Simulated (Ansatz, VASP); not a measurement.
## Two plane-wave programs on Si3N

INCAR

```
ALGO = Normal ; DIPOL = 0.5 0.5 0.328
EDIFF = 1E-6 ; ENCUT = 520
GGA = PE ; IDIPOL = 3
ISIF = 2 ; ISMEAR = 0
IVDW = 12 ; LASPH = True
LCHARG = True ; LDIPOL = True
LELF = True ; LREAL = False
LVACPOTAV = True ; LVHAR = True
LWAVE = False ; NBANDS = 27
NELM = 80 ; PREC = Accurate
SIGMA = 0.05
```

KPOINTS

```
k-points
0
Gamma
  7 5 1
```

Contents of POSCAR:

```
Si3N
1.0
    3.8333442755      0.0000000000      0.0000000000
    0.0000000000      5.4211674636      0.0000000000
    0.0000000000      0.0000000000     22.4877586337
Si N
6 2
Direct
    0.5000000000      0.0000000000      0.1778745523
    0.0000000000      0.2500000000      0.1778745523
    0.0000000000      0.5038839981      0.2608672216
    0.5000000000      0.7461160019      0.2608672216
    0.5000000000      0.0086033066      0.3418641564
    0.0000000000      0.2413966934      0.3418641564
    1.0000000000      0.3419366399      0.5063981173
    1.0000000000      0.3419366399      0.5553136192
```

Input for Ansatz:

```yaml
crystal:
  lattice:
    - [3.8333442755, 0.0, 0.0]
    - [0.0, 5.4211674636, 0.0]
    - [0.0, 0.0, 22.4877586337]
  atoms:
    - { symbol: Si, position: [0.5, 0.0, 0.1778745523] }
    - { symbol: Si, position: [0.0, 0.25, 0.1778745523] }
    - { symbol: Si, position: [0.0, 0.5038839981, 0.2608672216] }
    - { symbol: Si, position: [0.5, 0.7461160019, 0.2608672216] }
    - { symbol: Si, position: [0.5, 0.0086033066, 0.3418641564] }
    - { symbol: Si, position: [0.0, 0.2413966934, 0.3418641564] }
    - { symbol: "N", position: [1.0, 0.3419366399, 0.5063981173] }
    - { symbol: "N", position: [1.0, 0.3419366399, 0.5553136192] }
basis:
  ecutwfc: 420
kpoints:
  mp_grid: { grid: [7, 5, 1] }
hamiltonian:
  xc: pbe
  pseudopotentials: { kind: paw, azcp: { folder: soft_1 } }
  dispersion: d3bj
scf:
  occupations: { method: gaussian, width: 0.05 }
output:
  forces: true
  eigenvalues: true
efield:
  axis: 3
  dipole_correction: true
  ramp_width: 0.04
```

Alike in both runs: task single point; functional PBE; dispersion D3(BJ); k mesh 7 × 5 × 1; occupations gaussian, width 0.05 eV; no spin polarisation.

```csv
,VASP,Ansatz
version,VASP 6.6.1,Ansatz 0.2.0
potentials or method,"VASP PAW PBE potentials, release 64 (Si, N), cutoff 520 eV","scalar-relativistic, plane waves, PAW"
valence electrons in the cell,34,34
```

```tsv
	VASP	Ansatz	Ansatz less VASP
gap on the k mesh at the Fermi level (eV)	none	none	-
rms of the force components (eV/Å)	0.632	0.188	-0.4443
work function, face that differs most (eV)	4.70	4.70	-0.002
```

Atom by atom the forces differ by 0.519 eV/Å (rms over components). A gap of «none» marks a metal or a gap that the smearing closes. One of these differences is far larger than is usual between the two programs; its cause wasn't traced.

Noted on VASP's run: the standard files for N, O and F lose accuracy on very short bonds.
